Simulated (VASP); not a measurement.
Runs of VASP 6.6.1 on SnO2. The structure is that of space group Fm-3m (No. 225), or close to it. The cells are those of the table. 

```csv
task,level,cell,k mesh,cutoff (eV),grid for exact exchange (PRECFOCK),share of exact exchange,screening parameter,gap on the mesh (eV),pressure (GPa)
single point,B3LYP,"a = 3.640 Å, angles 60.0°, 3 atoms",5 × 5 × 5,520,Normal,0.2,-,(a),-4.6
single point,revPBE,"a = 3.657 Å, angles 60.0°, 3 atoms",9 × 9 × 9,600,-,-,-,none,(b)
single point,HSE06,"a = 3.640 Å, angles 60.0°, 3 atoms",5 × 5 × 5,520,Normal,0.25,0.2079 1/Å,1.27,-11.7
relaxation of cell and atoms,revPBE,"relaxed from a = 3.640 Å, angles 60.0°, 3 atoms",9 × 9 × 9,600,-,-,-,none,0.0
```

Alike in all rows: potentials or basis VASP PAW PBE potentials, release 64 (Sn_d, O); no spin polarisation; smearing fermi-dirac 0.05 eV.

**Question.** Estimate the missing entries.

**Answer.** (a) 1.62; (b) 0.3.

Caveats: some runs use coarse meshes; the PAW data sets were made with another functional, which shifts forces and pressure a little; spin-orbit coupling is left out, which moves the levels of the heavy elements; an odd mesh through Γ misses points on the zone boundary, where band edges can lie (at least some runs); semilocal functionals underestimate gaps, and a narrow one can read as zero (at least some runs).

A k mesh can miss the band edges, and the runs leave out spin-orbit coupling on Sn.

A gap of «none» marks levels without a gap at the run's occupations.
